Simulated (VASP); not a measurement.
A run of VASP 6.6.1 is set up as follows.

INCAR

```
PREC = Accurate
ENCUT = 520
EDIFF = 1E-6
ISMEAR = 0
SIGMA = 0.1
LREAL = F
LASPH = T
NELM = 60
ALGO = Normal
ISIF = 2
LWAVE = F
LCHARG = F
GGA = PE
IVDW = 12
NBANDS = 18
```

KPOINTS

```
Automatic mesh
0
Gamma
  14 14 10
```

POSCAR

```
P
1.0
    1.6582000000     -5.2420000000      0.0000000000
    1.6582000000      5.2420000000      0.0000000000
    0.0000000000      0.0000000000      4.3793000000
P
4
Direct
    0.8975954169      0.1024045831      0.0797889855
    0.6024045831      0.3975954169      0.5797889855
    0.1024045831      0.8975954169      0.9202110145
    0.3975954169      0.6024045831      0.4202110145
```

Potentials or basis: VASP PAW PBE potentials, release 64 (P).

Command:

```console
$ cat potpaw_PBE.64/P/POTCAR > POTCAR
$ mpirun -np 1 vasp_std > vasp.out
```

Task: What does it give for the band gap on the k mesh?

Result: Zero (bands 10 and 11 overlap by 0.02 eV).

Task: What does it give for the largest force?

Result: 0.056 eV/Å.

Task: Estimate the dispersion energy per atom.

Result: -0.367 eV.

Stress tensor (GPa, compression positive):
```
-2.21  0.00  0.00
 0.00 -1.69  0.00
 0.00  0.00 -2.29
```
